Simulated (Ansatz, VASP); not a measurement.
## SnTe in VASP and in Ansatz

```
Sn Te
1.0
     0.00000    3.18933    3.18933
     3.18933    0.00000    3.18933
     3.18933    3.18933    0.00000
Sn Te
1 1
Cartesian
  0.0000 0.0000 0.0000
  3.1893 3.1893 3.1893
```

Alike in both runs: task single point; functional PBEsol; k mesh 6 × 6 × 6; occupations fermi-dirac, width 0.001 eV; no spin polarisation.

```csv
,VASP,Ansatz
version,VASP 6.6.1,Ansatz 0.2.0
potentials or method,"VASP PAW PBE potentials, release 64 (Sn_d, Te)",plane waves
plane-wave cutoff (eV),500,420
valence electrons in the cell,20,30
```

|  | VASP | Ansatz | Ansatz less VASP |
| --- | --- | --- | --- |
| pressure (GPa) | -2.0 | -2.0 | 0.00 |

VASP's potentials were made for PBE, not for PBEsol. VASP's potentials hold 20 valence electrons a cell and Ansatz's 30, so a difference there can come from the potentials and not from the codes.

Spin-orbit coupling is off throughout.
